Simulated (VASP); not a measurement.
# Be5Zn3Se8 (P1) in VASP: single point with PBEsol

Aim: the single point of Be5Zn3Se8 with PBEsol.

All numbers are computed with VASP 6.6.1; they aren't measurements. Logs are shortened: lines on timing, memory, paths and dates and some standing lists are left out, and cuts for length are marked.

### 1 The cell of the first run

The typed cell holds 64 atoms: a = 10.645 Å, b = 10.645 Å, c = 10.645 Å, α = 90.00°, β = 90.00°, γ = 90.00°.

### 2 Single point, PBEsol

File INCAR:

```
PREC     = Accurate       # precision mode
ENCUT    = 520            # plane-wave cutoff, eV
EDIFF    = 1E-7           # SCF threshold, eV
ISMEAR   = -1             # smearing method
SIGMA    = 0.05           # smearing width, eV
LREAL    = Auto         
LASPH    = T              # aspherical terms in the spheres
NELM     = 80             # most SCF steps
ALGO     = Normal         # electronic algorithm
ISIF     = 2              # what is computed and relaxed
LWAVE    = F              # write WAVECAR
LCHARG   = F              # write CHGCAR
GGA      = PS             # functional
ISYM     = 0            
NBANDS   = 226            # bands
```

File KPOINTS:

```
Automatic mesh
0
Gamma
  1 1 1
  0.25 0.25 0.25
```

File POSCAR:

```
Be5Zn3Se8
1.0
   10.6449025430      0.0000000000      0.0000000000
    0.0000000000     10.6449025430      0.0000000000
    0.0000000000      0.0000000000     10.6449025430
Be Zn Se
20 12 32
Direct
    0.9991800000      0.9911560000      0.9970220000
    0.9967830000      0.9938480000      0.5020660000
    0.9950370000      0.5062220000      0.5055360000
    0.4997950000      0.9887090000      0.9987800000
    0.5014090000      0.9914200000      0.4997800000
    0.2493100000      0.7605590000      0.9993940000
    0.2474990000      0.7576190000      0.5001850000
    0.7548350000      0.2419110000      0.5048390000
    0.7501760000      0.7576090000      0.9975330000
    0.7528640000      0.7557420000      0.5028650000
    0.2487340000      0.9887400000      0.2498710000
    0.2469850000      0.9911700000      0.7492860000
    0.7497210000      0.9914150000      0.2515130000
    0.7520120000      0.9938210000      0.7468050000
    0.7555050000      0.5061930000      0.7450430000
    0.9940470000      0.2418300000      0.7440720000
    0.0000340000      0.7578990000      0.2521020000
    0.9969290000      0.7549540000      0.7469580000
    0.5006120000      0.7608330000      0.2506230000
    0.5020800000      0.7579170000      0.7500500000
    0.0000070000      0.5081790000      0.9947070000
    0.5037050000      0.5112640000      0.9992560000
    0.5072450000      0.5086890000      0.5031330000
    0.2475500000      0.2385640000      0.9976240000
    0.2449910000      0.2415950000      0.5022370000
    0.7521220000      0.2414810000      0.9949980000
    0.2493250000      0.5113060000      0.2536960000
    0.2446900000      0.5082430000      0.7501180000
    0.7531380000      0.5086930000      0.2571650000
    0.9995570000      0.2418910000      0.2564920000
    0.5031020000      0.2389860000      0.2531470000
    0.5064290000      0.2418340000      0.7495000000
    0.1224840000      0.1021510000      0.1269430000
    0.1151640000      0.1106800000      0.6319030000
    0.1244890000      0.6470530000      0.1233930000
    0.1158370000      0.6381240000      0.6178780000
    0.6259190000      0.1022850000      0.1218380000
    0.6339020000      0.1108920000      0.6172180000
    0.6279320000      0.6475100000      0.1289710000
    0.6358410000      0.6395950000      0.6339070000
    0.3749780000      0.3743250000      0.1249930000
    0.3753010000      0.3751580000      0.6255350000
    0.3752130000      0.8749050000      0.1252690000
    0.3751420000      0.8746440000      0.6251620000
    0.8754760000      0.3750770000      0.1252950000
    0.8749060000      0.3745590000      0.6249320000
    0.8751230000      0.8746470000      0.1251910000
    0.8753430000      0.8750550000      0.6253640000
    0.3717630000      0.1023110000      0.3759840000
    0.3769220000      0.1021610000      0.8725290000
    0.3789560000      0.6475170000      0.3779880000
    0.3733620000      0.6470860000      0.8745580000
    0.8672120000      0.1109020000      0.3839290000
    0.8818730000      0.1106670000      0.8651700000
    0.8838580000      0.6395770000      0.3858580000
    0.8678590000      0.6381300000      0.8658760000
    0.1156180000      0.3860750000      0.3857030000
    0.1139240000      0.3626850000      0.8639400000
    0.1235100000      0.8766200000      0.3770820000
    0.1231700000      0.8726410000      0.8732010000
    0.6357240000      0.3642870000      0.3857230000
    0.6356860000      0.3860390000      0.8656190000
    0.6270840000      0.8733330000      0.3771350000
    0.6270530000      0.8766220000      0.8735530000
```

Potentials or basis: VASP PAW PBE potentials, release 64 (Be, Zn, Se).

Started as:

```
$ cat potpaw_PBE.64/Be/POTCAR potpaw_PBE.64/Zn/POTCAR potpaw_PBE.64/Se/POTCAR > POTCAR
$ mpirun -np 1 vasp_std > vasp.out
```

OUTCAR:

```text
PREC = Accurate
   ENCUT = 520
   EDIFF = 1E-7
   ISMEAR = -1
   LREAL = Auto
   LASPH = T
   NELM = 80
   ISIF = 2
   GGA = PS
   ISYM = 0

 ion  position               nearest neighbor table
   1  0.999  0.991  0.997-  33 2.24  60 2.25  47 2.27  54 2.27
   2  0.997  0.994  0.502-  48 2.23  53 2.24  34 2.25  59 2.27
   3  0.995  0.506  0.506-  57 2.22  55 2.24  36 2.25  46 2.28
   4  0.500  0.989  0.999-  50 2.23  37 2.23  64 2.24  43 2.24
   5  0.501  0.991  0.500-  49 2.24  63 2.25  44 2.27  38 2.27
   6  0.249  0.761  0.999-  35 2.23  52 2.23  60 2.24  43 2.25
[... 56 lines left out ...]
  63  0.627  0.873  0.377-  19 2.25  13 2.25   5 2.25  10 2.27
  64  0.627  0.877  0.874-   4 2.24   9 2.25  20 2.26  14 2.27

IMPORTANT INFORMATION: All symmetrisations will be switched off!
NOSYMM: (Re-)initialisation of all symmetry stuff for point group C_1.

----------------------------------------------------------------------------------------

                                     Primitive cell

  volume of cell :    1206.2160

  direct lattice vectors                    reciprocal lattice vectors
    10.644902543  0.000000000  0.000000000     0.093941677  0.000000000  0.000000000
     0.000000000 10.644902543  0.000000000     0.000000000  0.093941677  0.000000000
     0.000000000  0.000000000 10.644902543     0.000000000  0.000000000  0.093941677

  length of vectors
    10.644902543 10.644902543 10.644902543     0.093941677  0.093941677  0.093941677

  position of ions in fractional coordinates (direct lattice)
     0.999180000  0.991156000  0.997022000
     0.996783000  0.993848000  0.502066000
     0.995037000  0.506222000  0.505536000
     0.499795000  0.988709000  0.998780000
     0.501409000  0.991420000  0.499780000
     0.249310000  0.760559000  0.999394000
[... 56 lines left out ...]
     0.627084000  0.873333000  0.377135000
     0.627053000  0.876622000  0.873553000

  ion indices of the primitive-cell ions
   primitive index   ion index
                 1           1
                 2           2
                 3           3
                 4           4
                 5           5
                 6           6
[... 56 lines left out ...]
                63          63
                64          64

----------------------------------------------------------------------------------------

 KPOINTS: Automatic mesh

Automatic generation of k-mesh.
 Grid dimensions read from file:
 generate k-points for:    1    1    1

 Generating k-lattice:

  Cartesian coordinates                     Fractional coordinates (reciprocal lattice)
     0.093941677  0.000000000  0.000000000     1.000000000  0.000000000  0.000000000
     0.000000000  0.093941677  0.000000000     0.000000000  1.000000000  0.000000000
     0.000000000  0.000000000  0.093941677     0.000000000  0.000000000  1.000000000

  Length of vectors
     0.093941677  0.093941677  0.093941677

  Shift w.r.t. Gamma in fractional coordinates (k-lattice)
     0.250000000  0.250000000  0.250000000

 Subroutine IBZKPT returns following result:
 ===========================================

 Found      4 irreducible k-points:

 Following reciprocal coordinates:
            Coordinates               Weight
  0.250000  0.250000  0.250000      2.000000
 -0.250000  0.250000  0.250000      2.000000
 -0.250000 -0.250000  0.250000      2.000000
  0.250000 -0.250000  0.250000      2.000000
   k-points           NKPTS =      4   k-points in BZ     NKDIM =      4   number of bands    NBANDS=    226
   number of dos      NEDOS =    301   number of ions     NIONS =     64
   total plane-waves  NPLWV = 512000
   dimension x,y,z NGX =    80 NGY =   80 NGZ =   80
   dimension x,y,z NGXF=   160 NGYF=  160 NGZF=  160
   ions per type =              20  12  32
   NGX,Y,Z   is equivalent  to a cutoff of  12.49, 12.49, 12.49 a.u.
   NGXF,Y,Z  is equivalent  to a cutoff of  24.99, 24.99, 24.99 a.u.
 SYSTEM =  unknown system
   PREC   = accura    normal or accurate (medium, high low for compatibility)
   ISTART =      0    job   : 0-new  1-cont  2-samecut
   ICHARG =      2    charge: 1-file 2-atom 10-const
   ISPIN  =      1    spin polarized calculation?
   LNONCOLLINEAR =      F non collinear calculations
   LSORBIT =      F    spin-orbit coupling
   LASPH  =      T    aspherical Exc in radial PAW
   ENCUT  =  520.0 eV  38.22 Ry    6.18 a.u.  19.79 19.79 19.79*2*pi/ulx,y,z
   NELM   =     80;   NELMIN=  2; NELMDL= -5     # of ELM steps
   EDIFF  = 0.1E-06   stopping-criterion for ELM
   LREAL  =      T    real-space projection
   EDIFFG = 0.1E-05   stopping-criterion for IOM
   NSW    =      0    number of steps for IOM
   IBRION =     -1    ionic relax: 0-MD 1-quasi-New 2-CG
   NFREE  =      0    steps in history (QN), initial steepest desc. (CG)
   ISIF   =      2    stress and relaxation
   ISYM   =      0    0-nonsym 1-usesym 2-fastsym
   POTIM  = 0.5000    time-step for ionic-motion
   TEBEG  =    0.0;   TEEND  =   0.0 temperature during run
   PSTRESS=    0.0 pullay stress
   NELECT =     376.0000    total number of electrons
   NUPDOWN=      -1.0000    fix difference up-down
   EMIN   =  10.00;   EMAX   =-10.00  energy-range for DOS
   EFERMI =   0.00;   METHOD = LEGACY
   ISMEAR =    -1;   SIGMA  =   0.05  broadening in eV -4-tet -1-fermi 0-gaus
   EFERMI_NEDOS =   21; number of points for ismear=-14 and -15
   IALGO  =     38    algorithm
   IMIX   =      4    mixing-type and parameters
     AMIX     =   0.40;   BMIX     =  1.00
     AMIX_MAG =   1.60;   BMIX_MAG =  1.00
  volume/ion in A,a.u.               =      18.85       127.19
  Fermi-wavevector in a.u.,A,eV,Ry     =   1.110016  2.097625 16.764210  1.232135
  Thomas-Fermi vector in A             =   2.246562
   LORBIT       =      0    0 simple, 1 ext, 2 COOP (PROOUT), +10 PAW based schemes
   GGA     = PS    functional components
   LHFCALC =     F    Hartree Fock is set to
   AEXX    =    0.0000 exact exchange contribution
   IVDW    =     0    specifies the selected vdW correction
   LEPSILON=     F    determine dielectric tensor
   LRPA    =     F    only Hartree local field effects (RPA)
 non-spin polarized calculation
  energy-cutoff  :      520.00
  volume of cell :     1206.22
 maximum number of plane-waves:     32426
   NGX = 39   NGY = 39   NGZ = 39

 number of electron     375.9999987 magnetization

 Free energy of the ion-electron system (eV)
  ---------------------------------------------------
  ext. energy  EPLUGINS =         0.00000000
  ---------------------------------------------------
  free energy    TOTEN  =      -268.58374991 eV

  energy without entropy =     -268.58374991  energy(sigma->0) =     -268.58374991

 E-fermi :   3.8277     XC(G=0):  -9.6511

 val. band max:        2.6017254927   @ k =  -0.2500  -0.2500   0.2500
 cond. band min:       5.5722470270   @ k =   0.2500   0.2500   0.2500
 fundamental gap:      2.9705215343
 Fermi energy:         3.8276748288

 k-point     1 :       0.2500    0.2500    0.2500
  band No.  band energies     occupation
      1     -10.9229      2.00000
      2     -10.6082      2.00000
      3     -10.5687      2.00000
      4     -10.5604      2.00000
      5     -10.3123      2.00000
      6     -10.2954      2.00000
[... 192 lines left out ...]
    199       6.5964      0.00000
    200       6.6351      0.00000

 k-point     2 :      -0.2500    0.2500    0.2500
  band No.  band energies     occupation
      1     -10.9231      2.00000
      2     -10.6112      2.00000
      3     -10.5657      2.00000
      4     -10.5587      2.00000
      5     -10.3152      2.00000
      6     -10.2950      2.00000
[... 192 lines left out ...]
    199       6.5994      0.00000
    200       6.6306      0.00000

 k-point     3 :      -0.2500   -0.2500    0.2500
  band No.  band energies     occupation
      1     -10.9231      2.00000
      2     -10.6112      2.00000
      3     -10.5657      2.00000
      4     -10.5587      2.00000
      5     -10.3152      2.00000
      6     -10.2950      2.00000
[... 192 lines left out ...]
    199       6.5994      0.00000
    200       6.6305      0.00000

 k-point     4 :       0.2500   -0.2500    0.2500
  band No.  band energies     occupation
      1     -10.9232      2.00000
      2     -10.6094      2.00000
      3     -10.5685      2.00000
      4     -10.5575      2.00000
      5     -10.3154      2.00000
      6     -10.2922      2.00000
[... 192 lines left out ...]
    199       6.5956      0.00000
    200       6.6276      0.00000
 [bands above 200 left out]

------------------------ aborting loop because EDIFF is reached ----------------------------------------

  FORCE on cell =-STRESS in cart. coord.  units (eV):
  Direction    XX          YY          ZZ          XY          YZ          ZX
  --------------------------------------------------------------------------------------
  -------------------------------------------------------------------------------------
  Total        1.0484397      4.1043745      1.0597771      0.1974879      0.1997609      0.0055921
  in kB        1.3926083      5.4517069      1.4076674      0.2623167      0.2653359      0.0074278
  external PRESSURE =       2.7506609 kB  Pullay stress =       0.0000000 kB

 VOLUME and BASIS-vectors are now :
 -----------------------------------------------------------------------------
  energy-cutoff  :      520.00
  volume of cell :     1206.22
      direct lattice vectors                 reciprocal lattice vectors
    10.644902543  0.000000000  0.000000000     0.093941677  0.000000000  0.000000000
     0.000000000 10.644902543  0.000000000     0.000000000  0.093941677  0.000000000
     0.000000000  0.000000000 10.644902543     0.000000000  0.000000000  0.093941677

 POSITION                                       TOTAL-FORCE (eV/Angst)
 -----------------------------------------------------------------------------------
     10.63617     10.55076     10.61320         0.006727      0.014054      0.013553
     10.61066     10.57942      5.34444         0.015818      0.016084      0.016284
     10.59207      5.38868      5.38138         0.019569      0.021082      0.022507
      5.32027     10.52471     10.63192         0.012328      0.019043      0.008990
      5.33745     10.55357      5.32011         0.018813      0.023500      0.007413
      2.65388      8.09608     10.63845         0.030505      0.020200      0.028869
[... 56 lines left out ...]
      6.67525      9.29654      4.01457        -0.010956     -0.022752     -0.010758
      6.67492      9.33156      9.29889        -0.029350     -0.012916     -0.037278
 -----------------------------------------------------------------------------------
    total drift:                                0.016414     -0.050261      0.034500

  FREE ENERGIE OF THE ION-ELECTRON SYSTEM (eV)
  ---------------------------------------------------
  free  energy   TOTEN  =      -268.5837499118 eV

  energy  without entropy=     -268.5837499118  energy(sigma->0) =     -268.58374991
```

Run time: 60 min. Hardware: 1 thread of AMD EPYC 9755, shared host; peak memory 1.3 GiB.

What came out:

| Item | Value |
| --- | --- |
| Free energy | -268.5837 eV |
| Pressure | 0.3 GPa |
| Largest force | 0.062 eV/Å |
| Band gap on the k mesh | 2.97 eV |

Forces on the atoms (eV/Å):
```
Be   0.007  0.014  0.014
Be   0.016  0.016  0.016
Be   0.020  0.021  0.023
Be   0.012  0.019  0.009
Be   0.019  0.024  0.007
Be   0.031  0.020  0.029
Be   0.022  0.013  0.034
Be   0.022  0.032  0.023
Be   0.033  0.013  0.022
Be   0.023  0.036  0.024
Be   0.009  0.018  0.010
Be   0.015  0.014  0.003
Be   0.009  0.024  0.016
Be   0.018  0.017  0.015
Be   0.024  0.023  0.021
Be   0.007  0.010  0.006
Be   0.023  0.022  0.025
Be   0.029  0.011  0.028
Be   0.028  0.018  0.030
Be   0.024  0.022  0.024
Zn  -0.008 -0.012 -0.019
Zn  -0.019 -0.014  0.002
Zn  -0.007 -0.008 -0.010
Zn  -0.024 -0.011 -0.027
Zn  -0.017 -0.016 -0.034
Zn  -0.031 -0.014 -0.016
Zn  -0.002 -0.015 -0.018
Zn  -0.019 -0.013 -0.012
Zn  -0.011 -0.008 -0.004
Zn  -0.018 -0.011 -0.026
Zn  -0.025 -0.010 -0.024
Zn  -0.024 -0.007 -0.015
Se   0.019 -0.002  0.029
Se  -0.019 -0.018  0.023
Se  -0.035  0.000 -0.038
Se  -0.010  0.009 -0.006
Se   0.038  0.004  0.009
Se   0.010 -0.018 -0.011
Se  -0.027 -0.002 -0.017
Se  -0.035 -0.034 -0.038
Se   0.020  0.027  0.022
Se   0.038  0.011  0.036
Se  -0.023 -0.027 -0.019
Se  -0.032 -0.031 -0.004
Se   0.038  0.009  0.038
Se  -0.025 -0.040 -0.026
Se  -0.009 -0.031 -0.029
Se  -0.026 -0.011 -0.025
Se   0.012  0.006  0.040
Se   0.028 -0.002  0.020
Se  -0.014  0.000 -0.027
Se  -0.038  0.003 -0.033
Se  -0.010 -0.016  0.011
Se   0.022 -0.019 -0.019
Se  -0.036 -0.033 -0.037
Se  -0.007  0.008 -0.012
Se  -0.009  0.011  0.015
Se   0.035  0.026  0.037
Se  -0.036 -0.012 -0.029
Se  -0.033 -0.020 -0.030
Se   0.010 -0.020  0.008
Se   0.015  0.008 -0.012
Se  -0.011 -0.023 -0.011
Se  -0.029 -0.013 -0.037
```

Caveat: the PAW data sets were made with another functional, which shifts forces and pressure a little; a shifted mesh leaves out Γ, where band edges can lie. A k mesh can miss the band edges.
